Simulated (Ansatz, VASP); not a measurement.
One calculation of CuO, two programs

INCAR

```
SYSTEM = CuO
PREC = Accurate
ENCUT = 600
EDIFF = 1E-7
ISMEAR = -1
SIGMA = 0.05
LREAL = .False.
LASPH = .True.
NELM = 80
ALGO = Normal
ISIF = 3
LWAVE = .False.
LCHARG = .False.
GGA = CA
IBRION = 2
NSW = 80
EDIFFG = -0.005
```

The input KPOINTS:

```
regular mesh
0
Gamma
  8 8 5
  0 0 0
```

POSCAR

```
CuO
1.0
    3.1795331000      0.0000000000      0.0000000000
   -1.5897665500      2.7535564400      0.0000000000
    0.0000000000      0.0000000000      4.4314907300
Cu O
2 2
Direct
    0.0000000000      0.0000000000      0.0000000000
    0.0000000000      0.0000000000      0.5000000000
    0.3333333333      0.6666666667      0.2500000000
    0.6666666667      0.3333333333      0.7500000000
```

The input input.yaml:

```yaml
crystal:
  lattice:
    - [3.1795331, 0.0, 0.0]
    - [-1.58976655, 2.75355644, 0.0]
    - [0.0, 0.0, 4.43149073]
  atoms:
    - { symbol: Cu, position: [0.0, 0.0, 0.0] }
    - { symbol: Cu, position: [0.0, 0.0, 0.5] }
    - { symbol: O, position: [0.3333333333, 0.6666666667, 0.25] }
    - { symbol: O, position: [0.6666666667, 0.3333333333, 0.75] }
kpoints:
  mp_grid: { grid: [8, 8, 5] }
scf:
  occupations: { method: fermi_dirac, width: 0.05 }
hamiltonian:
  xc: lda
  pseudopotentials: { kind: all_electron, lapw: { basis_error: 0.002 } }
output:
  forces: true
  stress: true
relax:
  f_tol: 0.005
  max_steps: 60
  cell: {}
```

Alike in both runs: task relaxation of cell and atoms; functional LDA; k mesh 8 × 8 × 5; occupations fermi-dirac, width 0.05 eV; no spin polarisation.

```csv
,VASP,Ansatz
version,VASP 6.6.1,Ansatz 0.2.0
potentials or method,"VASP PAW LDA potentials, release 64 (Cu, O), cutoff 600 eV","all-electron LAPW, scalar-relativistic"
```

```csv
,VASP,Ansatz,Ansatz less VASP
relaxed volume (Å³/atom),8.91,8.89,-0.019
relaxed cell length with the largest relative difference (Å),4.964,4.960,-0.0036
```

LDA's correlation is that of Perdew and Zunger in VASP and of Perdew and Wang (1992) in Ansatz. Ansatz ran all-electron here, and VASP with PAW potentials.

Noted on Ansatz's run: the k mesh is thin for a metal, which can move the energy by tens of meV per atom.
